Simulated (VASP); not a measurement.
# TiO2 (I4_1/amd) in VASP: a series of runs

The runs below take TiO2 through single point, with PBE, r2SCAN.

Program: VASP 6.6.1. These are calculated values, not measurements. Logs are shortened: lines on timing, memory, paths and dates and some standing lists are left out, and cuts for length are marked.

### 1 The cell of the first run

The structure is tetragonal, space group I4_1/amd (No. 141). The conventional cell has a = 3.778 Å, b = 3.778 Å, c = 9.583 Å, α = 90.00°, β = 90.00°, γ = 90.00°. Within 2.6 Å of Ti (site symmetry -4m2) lie 6 O at 1.93 to 1.99 Å. Within 2.6 Å of O (site symmetry 2mm) lie 3 Ti at 1.93 to 1.99 Å and 2 O at 2.46 Å.

### 2 Single point, PBE

File INCAR:

```
SYSTEM = TiO2
ALGO     = Normal         ! electronic algorithm
EDIFF    = 1E-7           ! SCF threshold, eV
ENCUT    = 520            ! plane-wave cutoff, eV
GGA      = PE             ! functional
ISIF     = 2              ! what is computed and relaxed
ISMEAR   = 0              ! smearing method
LASPH    = .True.         ! aspherical terms in the spheres
LCHARG   = .False.        ! write CHGCAR
LREAL    = .False.        ! projectors in reciprocal space
LWAVE    = .False.        ! write WAVECAR
NBANDS   = 33             ! bands
NELM     = 100            ! most SCF steps
PREC     = Accurate       ! precision mode
SIGMA    = 0.01           ! smearing width, eV
```

File KPOINTS:

```
k-points
0
Gamma
  8 8 8
  0 0 0
```

File POSCAR:

```
TiO2
1.0
   -1.8888988140      1.8888988140      4.7917154373
    1.8888988140     -1.8888988140      4.7917154373
    1.8888988140      1.8888988140     -4.7917154373
Ti O
2 4
Direct
    0.7500000000      0.2500000000      0.5000000000
    0.0000000000      0.0000000000      0.0000000000
    0.5427139635      0.0427139635      0.5000000000
    0.7927139635      0.7927139635      0.0000000000
    0.2072860365      0.2072860365      0.0000000000
    0.9572860365      0.4572860365      0.5000000000
```

Potentials or basis: VASP PAW PBE potentials, release 64 (Ti_sv, O).

The run is started by

```
> cat potpaw_PBE.64/Ti_sv/POTCAR potpaw_PBE.64/O/POTCAR > POTCAR
> mpirun -np 1 vasp_std > vasp.out
```

OUTCAR:

```text
SYSTEM = TiO2
   EDIFF = 1E-7
   ENCUT = 520
   GGA = PE
   ISIF = 2
   ISMEAR = 0
   LASPH = .True.
   LREAL = .False.
   NELM = 100
   PREC = Accurate

 ion  position               nearest neighbor table
   1  0.750  0.250  0.500-   4 1.93   5 1.93   4 1.93   5 1.93   3 1.99   6 1.99
   2  0.000  0.000  0.000-   3 1.93   6 1.93   3 1.93   6 1.93   5 1.99   4 1.99
   3  0.543  0.043  0.500-   2 1.93   2 1.93   1 1.99
   4  0.793  0.793  0.000-   1 1.93   1 1.93   2 1.99
   5  0.207  0.207  0.000-   1 1.93   1 1.93   2 1.99
   6  0.957  0.457  0.500-   2 1.93   2 1.93   1 1.99

  LATTYP: Found a body centered tetragonal cell.
 ALAT       =     3.7777976280
 C/A-ratio  =     2.5367771962

  Lattice vectors:

 A1 = (  -1.8888988140,   1.8888988140,   4.7917154373)
 A2 = (   1.8888988140,  -1.8888988140,   4.7917154373)
 A3 = (   1.8888988140,   1.8888988140,  -4.7917154373)

Analysis of symmetry for initial positions (statically):
=====================================================================
 Subroutine PRICEL returns:
 Original cell was already a primitive cell.

 Routine SETGRP: Setting up the symmetry group for a
 body centered tetragonal supercell.

 Subroutine GETGRP returns: Found 16 space group operations
 (whereof  8 operations were pure point group operations)
 out of a pool of 16 trial point group operations.

The static configuration has the point symmetry D_2d.
 The point group associated with its full space group is D_4h.

Analysis of symmetry for dynamics (positions and initial velocities):
=====================================================================
 Subroutine PRICEL returns:
 Original cell was already a primitive cell.

 Routine SETGRP: Setting up the symmetry group for a
 body centered tetragonal supercell.

 Subroutine GETGRP returns: Found 16 space group operations
 (whereof  8 operations were pure point group operations)
 out of a pool of 16 trial point group operations.

The dynamic configuration has the point symmetry D_2d.
 The point group associated with its full space group is D_4h.

 Subroutine INISYM returns: Found 16 space group operations
 (whereof  8 operations are pure point group operations),
 and found     1 'primitive' translations

----------------------------------------------------------------------------------------

                                     Primitive cell

  volume of cell :      68.3862

  direct lattice vectors                    reciprocal lattice vectors
    -1.888898814  1.888898814  4.791715437     0.000000000  0.264704491  0.104346764
     1.888898814 -1.888898814  4.791715437     0.264704491  0.000000000  0.104346764
     1.888898814  1.888898814 -4.791715437     0.264704491  0.264704491  0.000000000

  length of vectors
     5.486019895  5.486019895  5.486019895     0.284528935  0.284528935  0.374348682

  position of ions in fractional coordinates (direct lattice)
     0.750000000  0.250000000  0.500000000
     0.000000000  0.000000000  0.000000000
     0.542713963  0.042713963  0.500000000
     0.792713963  0.792713963  0.000000000
     0.207286037  0.207286037  0.000000000
     0.957286037  0.457286037  0.500000000

  ion indices of the primitive-cell ions
   primitive index   ion index
                 1           1
                 2           2
                 3           3
                 4           4
                 5           5
                 6           6

----------------------------------------------------------------------------------------

 KPOINTS: k-points

Automatic generation of k-mesh.
 Grid dimensions read from file:
 generate k-points for:    8    8    8

 Generating k-lattice:

  Cartesian coordinates                     Fractional coordinates (reciprocal lattice)
     0.000000000  0.033088061  0.013043346     0.125000000  0.000000000  0.000000000
     0.033088061  0.000000000  0.013043346     0.000000000  0.125000000  0.000000000
     0.033088061  0.033088061  0.000000000     0.000000000  0.000000000  0.125000000

  Length of vectors
     0.035566117  0.035566117  0.046793585

  Shift w.r.t. Gamma in fractional coordinates (k-lattice)
     0.000000000  0.000000000  0.000000000

 Subroutine IBZKPT returns following result:
 ===========================================

 Found     59 irreducible k-points:

 Following reciprocal coordinates:
            Coordinates               Weight
  0.000000  0.000000  0.000000      1.000000
  0.125000  0.000000 -0.000000      8.000000
  0.250000  0.000000 -0.000000      8.000000
  0.375000  0.000000 -0.000000      8.000000
  0.500000  0.000000 -0.000000      4.000000
  0.125000  0.125000 -0.000000      8.000000
[... 16 lines left out ...]
  0.250000  0.125000  0.125000     16.000000
  0.375000  0.125000  0.125000      8.000000
 [... further k-points ...]
   k-points           NKPTS =     59   k-points in BZ     NKDIM =     59   number of bands    NBANDS=     33
   number of dos      NEDOS =    301   number of ions     NIONS =      6
   total plane-waves  NPLWV =  74088
   dimension x,y,z NGX =    42 NGY =   42 NGZ =   42
   dimension x,y,z NGXF=    84 NGYF=   84 NGZF=   84
   ions per type =               2   4
   NGX,Y,Z   is equivalent  to a cutoff of  12.73, 12.73, 12.73 a.u.
   NGXF,Y,Z  is equivalent  to a cutoff of  25.45, 25.45, 25.45 a.u.
 SYSTEM =  TiO2
   PREC   = accura    normal or accurate (medium, high low for compatibility)
   ISTART =      0    job   : 0-new  1-cont  2-samecut
   ICHARG =      2    charge: 1-file 2-atom 10-const
   ISPIN  =      1    spin polarized calculation?
   LNONCOLLINEAR =      F non collinear calculations
   LSORBIT =      F    spin-orbit coupling
   LASPH  =      T    aspherical Exc in radial PAW
   ENCUT  =  520.0 eV  38.22 Ry    6.18 a.u.  10.20 10.20 10.20*2*pi/ulx,y,z
   NELM   =    100;   NELMIN=  2; NELMDL= -5     # of ELM steps
   EDIFF  = 0.1E-06   stopping-criterion for ELM
   LREAL  =      F    real-space projection
   EDIFFG = 0.1E-05   stopping-criterion for IOM
   NSW    =      0    number of steps for IOM
   IBRION =     -1    ionic relax: 0-MD 1-quasi-New 2-CG
   NFREE  =      0    steps in history (QN), initial steepest desc. (CG)
   ISIF   =      2    stress and relaxation
   ISYM   =      2    0-nonsym 1-usesym 2-fastsym
   POTIM  = 0.5000    time-step for ionic-motion
   TEBEG  =    0.0;   TEEND  =   0.0 temperature during run
   PSTRESS=    0.0 pullay stress
   NELECT =      48.0000    total number of electrons
   NUPDOWN=      -1.0000    fix difference up-down
   EMIN   =  10.00;   EMAX   =-10.00  energy-range for DOS
   EFERMI =   0.00;   METHOD = LEGACY
   ISMEAR =     0;   SIGMA  =   0.01  broadening in eV -4-tet -1-fermi 0-gaus
   EFERMI_NEDOS =   21; number of points for ismear=-14 and -15
   IALGO  =     38    algorithm
   IMIX   =      4    mixing-type and parameters
     AMIX     =   0.40;   BMIX     =  1.00
     AMIX_MAG =   1.60;   BMIX_MAG =  1.00
  volume/ion in A,a.u.               =      11.40        76.92
  Fermi-wavevector in a.u.,A,eV,Ry     =   1.454898  2.749358 28.799822  2.116727
  Thomas-Fermi vector in A             =   2.571995
   LORBIT       =      0    0 simple, 1 ext, 2 COOP (PROOUT), +10 PAW based schemes
   GGA     = PE    functional components
   LHFCALC =     F    Hartree Fock is set to
   AEXX    =    0.0000 exact exchange contribution
   IVDW    =     0    specifies the selected vdW correction
   LEPSILON=     F    determine dielectric tensor
   LRPA    =     F    only Hartree local field effects (RPA)
 non-spin polarized calculation
 Gauss-broadening in eV      SIGMA  =   0.01
  energy-cutoff  :      520.00
  volume of cell :       68.39
 maximum number of plane-waves:      1858
 NGX is ok and might be reduce to    42
   NGX = 21   NGY = 21   NGZ = 21

 number of electron      47.9999993 magnetization

 Free energy of the ion-electron system (eV)
  ---------------------------------------------------
  ext. energy  EPLUGINS =         0.00000000
  ---------------------------------------------------
  free energy    TOTEN  =       -53.83407474 eV

  energy without entropy =      -53.83407474  energy(sigma->0) =      -53.83407474

 E-fermi :   3.3752     XC(G=0): -10.7139

 val. band max:        3.3285442349   @ k =  -0.3750   0.3750   0.0000
 cond. band min:       5.4910141987   @ k =   0.0000   0.0000   0.0000
 fundamental gap:      2.1624699638
 Fermi energy:         3.3751530418

 k-point     1 :       0.0000    0.0000    0.0000
  band No.  band energies     occupation
      1     -53.0271      2.00000
      2     -52.9691      2.00000
      3     -29.4881      2.00000
      4     -29.2508      2.00000
      5     -29.2508      2.00000
      6     -29.1821      2.00000
[... 25 lines left out ...]
     32       8.6225      0.00000
     33       8.6986      0.00000

 k-point     2 :       0.1250    0.0000   -0.0000
  band No.  band energies     occupation
      1     -53.0252      2.00000
      2     -52.9704      2.00000
      3     -29.4838      2.00000
      4     -29.2705      2.00000
      5     -29.2522      2.00000
      6     -29.1903      2.00000
[... 25 lines left out ...]
     32       8.8279      0.00000
     33       9.1016      0.00000

 k-point     3 :       0.2500    0.0000   -0.0000
  band No.  band energies     occupation
      1     -53.0199      2.00000
      2     -52.9740      2.00000
      3     -29.4737      2.00000
      4     -29.3158      2.00000
      5     -29.2552      2.00000
      6     -29.2071      2.00000
[... 25 lines left out ...]
     32       9.2064      0.00000
     33       9.5782      0.00000

 k-point     4 :       0.3750    0.0000   -0.0000
  band No.  band energies     occupation
      1     -53.0136      2.00000
      2     -52.9788      2.00000
      3     -29.4635      2.00000
      4     -29.3612      2.00000
      5     -29.2578      2.00000
      6     -29.2178      2.00000
[... 673 lines left out ...]
     32       9.9533      0.00000
     33      10.3053      0.00000

 k-point    23 :       0.2500    0.1250    0.1250
  band No.  band energies     occupation
      1     -53.0084      2.00000
      2     -52.9816      2.00000
      3     -29.4631      2.00000
      4     -29.3820      2.00000
      5     -29.2933      2.00000
      6     -29.2506      2.00000
[... 25 lines left out ...]
     32      10.0035      0.00000
     33      10.5223      0.00000

 k-point    24 :       0.3750    0.1250    0.1250
  band No.  band energies     occupation
      1     -53.0049      2.00000
      2     -52.9844      2.00000
      3     -29.4578      2.00000
      4     -29.4007      2.00000
      5     -29.2951      2.00000
      6     -29.2569      2.00000
[... 25 lines left out ...]
     32       9.9806      0.00000
     33      10.5718      0.00000

 [... further k-points ...]

------------------------ aborting loop because EDIFF is reached ----------------------------------------

  FORCE on cell =-STRESS in cart. coord.  units (eV):
  Direction    XX          YY          ZZ          XY          YZ          ZX
  --------------------------------------------------------------------------------------
  -------------------------------------------------------------------------------------
  Total        2.2188863      2.2188863      2.4294351      0.0000000      0.0000000      0.0000000
  in kB       51.9849029     51.9849029     56.9177188      0.0000000      0.0000000      0.0000000
  external PRESSURE =      53.6291748 kB  Pullay stress =       0.0000000 kB

 VOLUME and BASIS-vectors are now :
 -----------------------------------------------------------------------------
  energy-cutoff  :      520.00
  volume of cell :       68.39
      direct lattice vectors                 reciprocal lattice vectors
    -1.888898814  1.888898814  4.791715437     0.000000000  0.264704491  0.104346764
     1.888898814 -1.888898814  4.791715437     0.264704491  0.000000000  0.104346764
     1.888898814  1.888898814 -4.791715437     0.264704491  0.264704491  0.000000000

 POSITION                                       TOTAL-FORCE (eV/Angst)
 -----------------------------------------------------------------------------------
      0.00000      1.88890      2.39586        -0.000000     -0.000000     -0.000000
      0.00000      0.00000      0.00000        -0.000000     -0.000000     -0.000000
     -0.00000      1.88890      0.40935        -0.000000      0.000000     -0.106670
      0.00000      0.00000      7.59692         0.000000     -0.000000     -0.106670
      0.00000      0.00000      1.98651         0.000000     -0.000000      0.106670
      0.00000      1.88890      4.38237        -0.000000      0.000000      0.106670
 -----------------------------------------------------------------------------------
    total drift:                                0.000000     -0.000000      0.000000

  FREE ENERGIE OF THE ION-ELECTRON SYSTEM (eV)
  ---------------------------------------------------
  free  energy   TOTEN  =       -53.8340747384 eV

  energy  without entropy=      -53.8340747384  energy(sigma->0) =      -53.83407474
```

Run time: 4.4 min. Hardware: 1 thread of Intel Xeon Platinum 8375C at 2.90GHz (Ice Lake), shared host; peak memory 0.31 GiB.

What came out:

- Free energy: -53.8341 eV
- Pressure: 5.4 GPa
- Largest force: 0.107 eV/Å
- Band gap on the k mesh: 2.16 eV, indirect (least direct gap 2.45 eV)

Forces in eV/Å, atoms in the order of the input:
```
Ti   0.000  0.000  0.000
Ti   0.000  0.000  0.000
O    0.000  0.000 -0.107
O    0.000  0.000 -0.107
O    0.000  0.000  0.107
O    0.000  0.000  0.107
```

A k mesh can miss the band edges. PBE gaps usually lie below the measured ones, often by a third to a half.

### 3 Single point, r2SCAN

POSCAR is that of step 2.

File INCAR.step1:

```
PREC = Accurate
ENCUT = 520
ISMEAR = 0
SIGMA = 0.01
LREAL = False
LASPH = True
NELM = 60
NBANDS = 33
GGA = PE
ALGO = Normal
EDIFF = 1E-4
LWAVE = True
LCHARG = False
```

File INCAR.step2:

```
PREC = Accurate
ENCUT = 520
EDIFF = 1E-6
ISMEAR = 0
SIGMA = 0.01
LREAL = False
LASPH = True
NELM = 60
ALGO = Normal
ISIF = 2
LWAVE = False
LCHARG = True
METAGGA = R2SCAN
LMIXTAU = True
LELF = True
LVHAR = True
NBANDS = 33
ISTART = 1
```

File KPOINTS:

```
regular mesh
0
Gamma
  8 8 8
```

Potentials or basis: VASP PAW PBE potentials, release 64 (Ti_sv, O).

The run is started by

```
> cat potpaw_PBE.64/Ti_sv/POTCAR potpaw_PBE.64/O/POTCAR > POTCAR
> cp INCAR.step1 INCAR
> mpirun -np 1 vasp_std > vasp.out
> cp INCAR.step2 INCAR
> mpirun -np 1 vasp_std > vasp.out
```

Wall time 14 min (1 thread of Intel Xeon Platinum 8375C at 2.90GHz (Ice Lake), shared host); peak memory 0.34 GiB.

Results (log left out):

- Free energy: -69.8581 eV
- Pressure: 1.2 GPa
- Largest force: 0.026 eV/Å
- Band gap on the k mesh: 2.59 eV, indirect (least direct gap 2.90 eV)

Forces in eV/Å, atoms in the order of the input:
```
Ti   0.000  0.000  0.000
Ti   0.000  0.000  0.000
O    0.000  0.000 -0.026
O    0.000  0.000 -0.026
O    0.000  0.000  0.026
O    0.000  0.000  0.026
```

Stress tensor (GPa, compression positive):
```
1.31 0.00 0.00
0.00 1.31 0.00
0.00 0.00 1.09
```

Levels at points of the mesh, in eV from the valence-band top:
```tsv
k point	band 21	band 22	band 23	band 24	band 25	band 26	band 27	band 28
(0.00, 0.00, 0.00)	-0.76	-0.76	-0.44	-0.44	2.59	3.31	4.50	4.50
(0.50, 0.00, 0.00)	-1.92	-0.93	-0.84	-0.65	3.71	3.99	4.04	4.09
(0.50, 0.50, 0.00)	-2.05	-2.05	-0.01	-0.01	3.77	3.77	4.24	4.24
(0.50, 0.50, 0.50)	-1.26	-1.26	-0.09	-0.09	2.94	2.94	4.26	4.26
```

Caveat: the PAW data sets were made with another functional, which shifts forces and pressure a little. A k mesh can miss the band edges.
